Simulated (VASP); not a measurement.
Runs of VASP 6.6.1 on BaTe. The structure is that of space group Fm-3m (No. 225), or close to it. The cells are those of the table. 

```tsv
level	cell	grid for exact exchange (PRECFOCK)	share of exact exchange	screening parameter	gap on the mesh (eV)	pressure (GPa)
PBE	a = 4.996, b = 4.996, c = 5.068 Å, angles 59.5, 59.5, 59.0°, 2 atoms	-	-	-	1.52	0.3
PBE	a = 4.961, b = 4.996 Å, angles 59.8, 60.5, 59.8°, 2 atoms	-	-	-	1.52	0.8
HSE06	a = 4.996 Å, angles 60.0°, 2 atoms	Normal	0.25	0.2079 1/Å	(a)	(b)
HSE06	a = 4.961, b = 4.996 Å, angles 59.8, 60.5, 59.8°, 2 atoms	Normal	0.25	0.2079 1/Å	2.24	0.4
```

Alike in all rows: task single point; potentials or basis VASP PAW PBE potentials, release 64 (Ba_sv, Te); no spin polarisation; k mesh 4 × 4 × 4; cutoff (eV) 520; smearing gaussian 0.01 eV.

Q: Estimate the missing entries.

A: (a) 2.30; (b) 0.0.

Caveats: spin-orbit coupling is left out, which moves the levels of the heavy elements; the PAW data sets were made with another functional, which shifts forces and pressure a little (at least some runs).

A k mesh can miss the band edges, and the runs leave out spin-orbit coupling on Ba, Te.
